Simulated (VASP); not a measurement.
Input of a VASP 6.6.1 run:

Contents of INCAR:

```
SYSTEM = V
PREC     = Accurate       ! precision mode
ENCUT    = 520            ! plane-wave cutoff, eV
EDIFF    = 1E-7           ! SCF threshold, eV
ISMEAR   = -1             ! smearing method
SIGMA    = 0.05           ! smearing width, eV
LREAL    = .FALSE.        ! projectors in reciprocal space
LASPH    = .TRUE.         ! aspherical terms in the spheres
NELM     = 80             ! most SCF steps
ALGO     = Normal         ! electronic algorithm
ISIF     = 2              ! what is computed and relaxed
LWAVE    = .FALSE.        ! write WAVECAR
LCHARG   = .TRUE.         ! write CHGCAR
LDIPOL   = .TRUE.       
IDIPOL   = 3            
DIPOL    = 0.5 0.5 0.500
GGA      = PE             ! functional
LELF     = .TRUE.         ! ELF
LVHAR    = .TRUE.       
LVACPOTAV= .TRUE.       
NBANDS   = 40             ! bands
```

Contents of KPOINTS:

```
Automatic mesh
0
G
  9 9 1
  0 0 0
```

POSCAR

```
V
1.0
    4.2385384045      0.0000000000      0.0000000000
   -2.1192692022      3.6706819332      0.0000000000
    0.0000000000      0.0000000000     16.4608000000
V
5
Direct
    0.8333333333      0.1666666667      0.4087052486
    0.1666666667      0.8333333333      0.4585232707
    0.5000000000      0.5000000000      0.4999999995
    0.8333333333      0.1666666667      0.5414767280
    0.1666666667      0.8333333333      0.5912947532
```

Potentials or basis: VASP PAW PBE potentials, release 64 (V_sv).

The run is started by

```sh
$ cat potpaw_PBE.64/V_sv/POTCAR > POTCAR
$ mpirun -np 1 vasp_std > vasp.out
```

Q: What does it give for the band gap on the k mesh?

A: Zero (an odd number of electrons rules out a gap without spin polarisation).

Q: What does it give for the largest force?

A: 0.115 eV/Å.

Forces in eV/Å, atoms in the order of the input:
```
V    0.000  0.000 -0.114
V    0.000  0.000 -0.115
V    0.000  0.000  0.000
V    0.000  0.000  0.115
V    0.000  0.000  0.114
```
